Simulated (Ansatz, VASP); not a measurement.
**InBS2: VASP beside Ansatz**

```xyz
4
Lattice="3.6614 0.0000 0.0000 -1.8307 3.1709 0.0000 0.0000 0.0000 5.6752" Properties=species:S:1:pos:R:3 pbc="T T T"
In    0.0000    0.0000    2.8376
B     0.0000    0.0000    0.0000
S     0.0000    2.1139    1.4188
S     1.8307    1.0570    4.2564
```

Alike in both runs: task relaxation of cell and atoms; functional PBE; k mesh 6 × 6 × 4; occupations gaussian, width 0.1 eV; no spin polarisation.

```csv
,VASP,Ansatz
version,VASP 6.6.1,Ansatz 0.2.0
potentials or method,"VASP PAW PBE potentials, release 64 (In_d, B, S), cutoff 600 eV","scalar-relativistic, plane waves, PAW"
valence electrons in the cell,28,28
```

VASP gave:

* gap on the k mesh at the Fermi level, each at its own relaxed structure (eV): none
* relaxed volume (Å³/atom): 16.83
* relaxed cell length with the largest relative difference (Å): 7.969

Task: Which values does Ansatz return?

Result: gap on the k mesh at the Fermi level, each at its own relaxed structure (eV): none; relaxed volume (Å³/atom): 16.86; relaxed cell length with the largest relative difference (Å): 7.989.

A gap of «none» marks a metal or a gap that the smearing closes.
